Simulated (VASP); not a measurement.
A run of VASP 6.6.1 is set up as follows.

File INCAR:

```
SYSTEM = ZrSi2
PREC = Accurate ; ENCUT = 500
EDIFF = 1E-6 ; ISMEAR = 0
SIGMA = 0.1 ; LREAL = .FALSE.
LASPH = .TRUE. ; NELM = 120
ALGO = Normal ; ISIF = 2
LWAVE = .FALSE. ; LCHARG = .TRUE.
GGA = PS ; LELF = .TRUE.
LVHAR = .TRUE. ; NBANDS = 29
GGA_COMPAT = .FALSE.
```

KPOINTS

```
regular mesh
0
G
  10 10 10
  0 0 0
```

The input POSCAR:

```
ZrSi2
1.0
    1.8373094556     -7.2845518498      0.0000000000
    1.8373094556      7.2845518498      0.0000000000
    0.0000000000      0.0000000000      3.6567333015
Zr Si
2 4
Direct
    0.8952667604      0.1047332396      0.2500000000
    0.1047332396      0.8952667604      0.7500000000
    0.4460566936      0.5539433064      0.7500000000
    0.5539433064      0.4460566936      0.2500000000
    0.2502377059      0.7497622941      0.2500000000
    0.7497622941      0.2502377059      0.7500000000
```

Potentials or basis: VASP PAW PBE potentials, release 64 (Zr_sv, Si).

Run with:

```console
$ cat potpaw_PBE.64/Zr_sv/POTCAR potpaw_PBE.64/Si/POTCAR > POTCAR
$ mpirun -np 1 vasp_std > vasp.out
```

Q: What does it give for the pressure?

A: 0.2 GPa.

Q: Estimate the band gap on the k mesh.

A: Zero (bands 20 and 21 overlap by 1.00 eV).

Caveat: the PAW data sets were made with another functional, which shifts forces and pressure a little.
